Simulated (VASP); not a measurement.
# Bi (Im-3m) in VASP: notebook

Bi is run at these levels: revPBE+D3(BJ), PBE; tasks: single point.

All numbers are computed with VASP 6.6.1; they aren't measurements. Logs are shortened: lines on timing, memory, paths and dates and some standing lists are left out, and cuts for length are marked.

## (1) The cell of the first run

The structure is cubic, space group Im-3m (No. 229). The conventional cell has a = 3.896 Å, b = 3.896 Å, c = 3.896 Å, α = 90.00°, β = 90.00°, γ = 90.00°. Bi (site symmetry m-3m) has 14 Bi at 3.37 to 3.90 Å within 4.4 Å.

## (2) Single point, revPBE+D3(BJ)

The input, INCAR:

```
SYSTEM = Bi
ALGO = Normal ; EDIFF = 1E-7
ENCUT = 520 ; GGA = RE
ISIF = 2 ; ISMEAR = -1
IVDW = 12 ; LASPH = .TRUE.
LCHARG = .TRUE. ; LELF = .TRUE.
LREAL = .FALSE. ; LVHAR = .TRUE.
LWAVE = .FALSE. ; NBANDS = 14
NELM = 100 ; PREC = Accurate
SIGMA = 0.05
```

The input, KPOINTS:

```
k-points
0
G
  9 9 9
  0 0 0
```

The input, POSCAR:

```
Bi
1.0
   -1.9478218686      1.9478218686      1.9478218686
    1.9478218686     -1.9478218686      1.9478218686
    1.9478218686      1.9478218686     -1.9478218686
Bi
1
Direct
    0.0000000000      0.0000000000      0.0000000000
```

Potentials or basis: VASP PAW PBE potentials, release 64 (Bi_d).

On the command line:

```bash
> cat potpaw_PBE.64/Bi_d/POTCAR > POTCAR
> mpirun -np 1 vasp_std > vasp.out
```

OUTCAR:

```text
SYSTEM = Bi
   EDIFF = 1E-7
   ENCUT = 520
   GGA = RE
   ISIF = 2
   ISMEAR = -1
   IVDW = 12
   LASPH = .TRUE.
   LREAL = .FALSE.
   NELM = 100
   PREC = Accurate
 IVDW          = 12

 ion  position               nearest neighbor table
   1  0.000  0.000  0.000-

  LATTYP: Found a body centered cubic cell.
 ALAT       =     3.8956437372

  Lattice vectors:

 A1 = (  -1.9478218686,   1.9478218686,   1.9478218686)
 A2 = (   1.9478218686,  -1.9478218686,   1.9478218686)
 A3 = (   1.9478218686,   1.9478218686,  -1.9478218686)

Analysis of symmetry for initial positions (statically):
=====================================================================
 Subroutine PRICEL returns:
 Original cell was already a primitive cell.

 Routine SETGRP: Setting up the symmetry group for a
 body centered cubic supercell.

 Subroutine GETGRP returns: Found 48 space group operations
[... 9 lines left out ...]

 Routine SETGRP: Setting up the symmetry group for a
 body centered cubic supercell.

 Subroutine GETGRP returns: Found 48 space group operations
[... 11 lines left out ...]
                                     Primitive cell

  volume of cell :      29.5602

  direct lattice vectors                    reciprocal lattice vectors
    -1.947821869  1.947821869  1.947821869     0.000000000  0.256696984  0.256696984
     1.947821869 -1.947821869  1.947821869     0.256696984  0.000000000  0.256696984
     1.947821869  1.947821869 -1.947821869     0.256696984  0.256696984  0.000000000

  length of vectors
     3.373726441  3.373726441  3.373726441     0.363024357  0.363024357  0.363024357

  position of ions in fractional coordinates (direct lattice)
     0.000000000  0.000000000  0.000000000

  ion indices of the primitive-cell ions
   primitive index   ion index
                 1           1

----------------------------------------------------------------------------------------

 KPOINTS: k-points

Automatic generation of k-mesh.
 Grid dimensions read from file:
 generate k-points for:    9    9    9

 Generating k-lattice:

  Cartesian coordinates                     Fractional coordinates (reciprocal lattice)
     0.000000000  0.028521887  0.028521887     0.111111111  0.000000000  0.000000000
     0.028521887  0.000000000  0.028521887     0.000000000  0.111111111  0.000000000
     0.028521887  0.028521887  0.000000000     0.000000000  0.000000000  0.111111111
[... 53 lines left out ...]
   LSORBIT =      F    spin-orbit coupling
   LASPH  =      T    aspherical Exc in radial PAW
   ENCUT  =  520.0 eV  38.22 Ry    6.18 a.u.   6.27  6.27  6.27*2*pi/ulx,y,z
   NELM   =    100;   NELMIN=  2; NELMDL= -5     # of ELM steps
   EDIFF  = 0.1E-06   stopping-criterion for ELM
   LREAL  =      F    real-space projection
   EDIFFG = 0.1E-05   stopping-criterion for IOM
   NSW    =      0    number of steps for IOM
   IBRION =     -1    ionic relax: 0-MD 1-quasi-New 2-CG
[... 8 lines left out ...]
   EMIN   =  10.00;   EMAX   =-10.00  energy-range for DOS
   EFERMI =   0.00;   METHOD = LEGACY
   ISMEAR =    -1;   SIGMA  =   0.05  broadening in eV -4-tet -1-fermi 0-gaus
   EFERMI_NEDOS =   21; number of points for ismear=-14 and -15
   IALGO  =     38    algorithm
   IMIX   =      4    mixing-type and parameters
     AMIX     =   0.40;   BMIX     =  1.00
     AMIX_MAG =   1.60;   BMIX_MAG =  1.00
  volume/ion in A,a.u.               =      29.56       199.48
  Fermi-wavevector in a.u.,A,eV,Ry     =   1.305778  2.467563 23.198698  1.705056
  Thomas-Fermi vector in A             =   2.436624
   LORBIT       =      0    0 simple, 1 ext, 2 COOP (PROOUT), +10 PAW based schemes
   GGA     = RE    functional components
   LHFCALC =     F    Hartree Fock is set to
   AEXX    =    0.0000 exact exchange contribution
   IVDW    =    12    specifies the selected vdW correction
   LEPSILON=     F    determine dielectric tensor
   LRPA    =     F    only Hartree local field effects (RPA)
 non-spin polarized calculation
  energy-cutoff  :      520.00
  volume of cell :       29.56
 maximum number of plane-waves:       806
 NGX is ok and might be reduce to    28
   NGX = 13   NGY = 13   NGZ = 13

 number of electron      15.0000004 magnetization

 Free energy of the ion-electron system (eV)
  ---------------------------------------------------
  ext. energy  EPLUGINS =         0.00000000
  ---------------------------------------------------
  free energy    TOTEN  =        -3.39902159 eV

  energy without entropy =       -3.39431314  energy(sigma->0) =       -3.39666737

 E-fermi :   8.7620     XC(G=0): -10.4837

 val. band max:        8.7392735435   @ k =   0.2222   0.0000   0.0000
 cond. band min:       8.7847215790   @ k =  -0.2222   0.2222   0.1111
 fundamental gap:      0.0454480354
 Fermi energy:         8.7620413577

 k-point     1 :       0.0000    0.0000    0.0000
  band No.  band energies     occupation
      1     -14.4690      2.00000
      2     -14.4690      2.00000
      3     -14.4690      2.00000
      4     -14.3185      2.00000
      5     -14.3185      2.00000
      6      -5.2246      2.00000
      7      14.1796      0.00000
      8      14.1796      0.00000
      9      14.1796      0.00000
     10      18.4577      0.00000
     11      19.1170      0.00000
     12      19.1170      0.00000
     13      19.1170      0.00000
     14      20.6550      0.00000
[... 377 lines left out ...]
      1     -14.4580      2.00000
      2     -14.4193      2.00000
      3     -14.3670      2.00000
      4     -14.3239      2.00000
      5     -14.2359      2.00000
      6      -1.4107      2.00000
      7       4.0163      2.00000
      8       7.7526      2.00000
      9      11.4764      0.00000
     10      16.2171      0.00000
     11      17.6905      0.00000
     12      18.7076      0.00000
     13      20.3033      0.00000
     14      26.7160      0.00000

 [... further k-points ...]

------------------------ aborting loop because EDIFF is reached ----------------------------------------

 Edisp (eV)   -0.97075

 E8    (eV) :    -0.7138

  FORCE on cell =-STRESS in cart. coord.  units (eV):
  Direction    XX          YY          ZZ          XY          YZ          ZX
  --------------------------------------------------------------------------------------
  -------------------------------------------------------------------------------------
  Total      -0.02177    -0.02177    -0.02177    -0.00000    -0.00000     0.00000
  in kB      -1.18003    -1.18003    -1.18003    -0.00000    -0.00000     0.00000
  external pressure =       -1.18 kB  Pullay stress =        0.00 kB

 VOLUME and BASIS-vectors are now :
 -----------------------------------------------------------------------------
  energy-cutoff  :      520.00
  volume of cell :       29.56
      direct lattice vectors                 reciprocal lattice vectors
    -1.947821869  1.947821869  1.947821869     0.000000000  0.256696984  0.256696984
     1.947821869 -1.947821869  1.947821869     0.256696984  0.000000000  0.256696984
     1.947821869  1.947821869 -1.947821869     0.256696984  0.256696984  0.000000000

 POSITION                                       TOTAL-FORCE (eV/Angst)
 -----------------------------------------------------------------------------------
      0.00000      0.00000      0.00000        -0.000000      0.000000      0.000000
 -----------------------------------------------------------------------------------
    total drift:                               -0.000000     -0.000000     -0.000000

  FREE ENERGIE OF THE ION-ELECTRON SYSTEM (eV)
  ---------------------------------------------------
  free  energy   TOTEN  =        -4.3697716770 eV

  energy  without entropy=       -4.3650632353  energy(sigma->0) =       -4.36741746
```

stdout:

```text
POSCAR found type information on POSCAR Bi
 POSCAR found :  1 types and       1 ions
 scaLAPACK will be used
 -----------------------------------------------------------------------------
|                                                                             |
|                                                                             |
|     You enforced a specific xc type in the INCAR file but a different       |
|     I HOPE YOU KNOW WHAT YOU ARE DOING!                                     |
|                                                                             |
 -----------------------------------------------------------------------------

 LDA part: xc-table for (Slater+PW92), standard interpolation
 POSCAR, INCAR and KPOINTS ok, starting setup
 FFT: planning ... GRIDC
 FFT: planning ... GRID_SOFT
 FFT: planning ... GRID
 WAVECAR not read
 entering main loop
```

Wall time 7 s (1 thread of Intel Xeon 6975P-C (Granite Rapids), shared host); peak memory 0.16 GiB.

Results:

- Free energy: -4.3698 eV
- Pressure: -0.1 GPa
- Dispersion energy per atom: -0.971 eV

Levels at points of the mesh, in eV from the Fermi level:
```csv
k point,band 4,band 5,band 6,band 7,band 8,band 9,band 10,band 11
"(0.00, 0.00, 0.00)",-23.08,-23.08,-13.99,5.42,5.42,5.42,9.70,10.35
```

Caveat: the PAW data sets were made with another functional, which shifts forces and pressure a little; spin-orbit coupling is left out, which moves the levels of the heavy elements; pairwise dispersion overbinds metals, which lowers pressure and volume.

[end of part 1 of 2]
